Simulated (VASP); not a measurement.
Write the native input for VASP 6.6.1 that does the following.

```
Task                   : single point
Functional             : PBE
Dispersion             : D3(BJ)
Potentials or basis    : VASP PAW PBE potentials, release 64 (Sb)
Cutoff                 : 520 eV
k mesh                 : 9 × 9 × 1
Occupations            : gaussian, width 0.05 eV
Spin                   : no spin polarisation
Dipole correction      : yes
Further INCAR settings : ALGO = Normal; EDIFF = 1e-06; NBANDS = 18
```

The structure of Sb lies in POSCAR:

```
Sb
1.0
    4.0686848921      0.0000000000      0.0000000000
   -2.0343424461      3.5235844766      0.0000000000
    0.0000000000      0.0000000000     20.8000277116
Sb
4
Direct
    0.3333333333      0.6666666667      0.2956733491
    0.6666666667      0.3333333333      0.2163458656
    0.7777777778      0.7777777778      0.5600967399
    0.4444444444      1.1111111111      0.4807692564
```

This cell differs from its parent crystal: layers slid over each other.

The input as run:

INCAR

```
SYSTEM = Sb
PREC = Accurate ; ENCUT = 520
EDIFF = 1E-6 ; ISMEAR = 0
SIGMA = 0.05 ; LREAL = .FALSE.
LASPH = .TRUE. ; NELM = 80
ALGO = Normal ; ISIF = 2
LWAVE = .FALSE. ; LCHARG = .TRUE.
LDIPOL = .TRUE. ; IDIPOL = 3
DIPOL = 0.5 0.5 0.388 ; GGA = PE
IVDW = 12 ; LELF = .TRUE.
LVHAR = .TRUE. ; LVACPOTAV = .TRUE.
NBANDS = 18
```

KPOINTS

```
regular mesh
0
G
  9 9 1
  0 0 0
```

Potentials or basis: VASP PAW PBE potentials, release 64 (Sb).

Launch:

```bash
$ cat potpaw_PBE.64/Sb/POTCAR > POTCAR
$ mpirun -np 1 vasp_std > vasp.out
```

It gave:

| Quantity | Value |
| --- | --- |
| Largest force | 0.188 eV/Å |
| Band gap on the k mesh | 0.88 eV (least direct gap 1.45 eV) |
| Dispersion energy per atom | -0.291 eV |

Caveat: the cell differs from its parent crystal (layers slid over each other); spin-orbit coupling is left out, which moves the levels of the heavy elements.

It took 6 min on 1 thread of Intel(R) Xeon(R) Platinum 8488C (Sapphire Rapids) (shared host), peak memory 0.44 GiB.
